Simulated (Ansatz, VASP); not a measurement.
AgCl: VASP beside Ansatz

Contents of POSCAR:

```
AgCl
1.0
    3.3955880419      0.0000000000      0.0000000000
    0.0000000000      3.3955880419      0.0000000000
    0.0000000000      0.0000000000      3.3955880419
Ag Cl
1 1
Direct
    0.0000000000      0.0000000000      0.0000000000
    0.5000000000      0.5000000000      0.5000000000
```

Contents of INCAR.step1:

```
SYSTEM = AgCl
PREC = Accurate
ENCUT = 520
EDIFF = 1E-5
ISMEAR = 1
SIGMA = 0.274
LREAL = .FALSE.
LASPH = .TRUE.
NELM = 100
ALGO = Normal
ISIF = 2
LWAVE = .TRUE.
LCHARG = .FALSE.
NBANDS = 16
GGA = PE
```

File INCAR.step2:

```
SYSTEM = AgCl
PREC = Accurate
ENCUT = 520
EDIFF = 1E-6
ISMEAR = 1
SIGMA = 0.274
LREAL = .FALSE.
LASPH = .TRUE.
NELM = 100
ALGO = Normal
ISIF = 2
LWAVE = .FALSE.
LCHARG = .FALSE.
GGA = PE
LHFCALC = .TRUE.
HFSCREEN = 0.2079
PRECFOCK = Normal
NBANDS = 16
ISTART = 1
```

File KPOINTS:

```
regular mesh
0
G
  4 4 4
  0 0 0
```

Input for Ansatz:

```yaml
crystal:
  lattice:
    - [3.3955880419, 0.0, 0.0]
    - [0.0, 3.3955880419, 0.0]
    - [0.0, 0.0, 3.3955880419]
  atoms:
    - { symbol: Ag, position: [0.0, 0.0, 0.0] }
    - { symbol: Cl, position: [0.5, 0.5, 0.5] }
kpoints:
  mp_grid: { grid: [4, 4, 4] }
hamiltonian:
  xc: hse06
scf:
  occupations: { method: cold, width: 0.5 }
  n_extra_bands: 4
output:
  forces: true
  stress: true
  eigenvalues: true
```

Alike in both runs: task single point; functional HSE06; k mesh 4 × 4 × 4; no spin polarisation.

|  | VASP | Ansatz |
| --- | --- | --- |
| version | VASP 6.6.1 | Ansatz 0.2.0 |
| potentials or method | VASP PAW PBE potentials, release 64 (Ag, Cl) | plane waves |
| plane-wave cutoff (eV) | 520 | 420 |
| occupations | methfessel-paxton of order 1, width 0.274 eV | cold, width 0.5 eV |
| valence electrons in the cell | 18 | 26 |

```csv
,VASP,Ansatz,Ansatz less VASP
gap on the k mesh at the Fermi level (eV),2.00,2.02,+0.016
pressure (GPa),1.3,1.5,+0.18
```

VASP's potentials hold 18 valence electrons a cell and Ansatz's 26, so a difference there can come from the potentials and not from the codes. Ansatz's warnings: stress exchange threshold loose, stress scf threshold loose.

The k mesh is coarse, so the values compare programs but aren't converged.
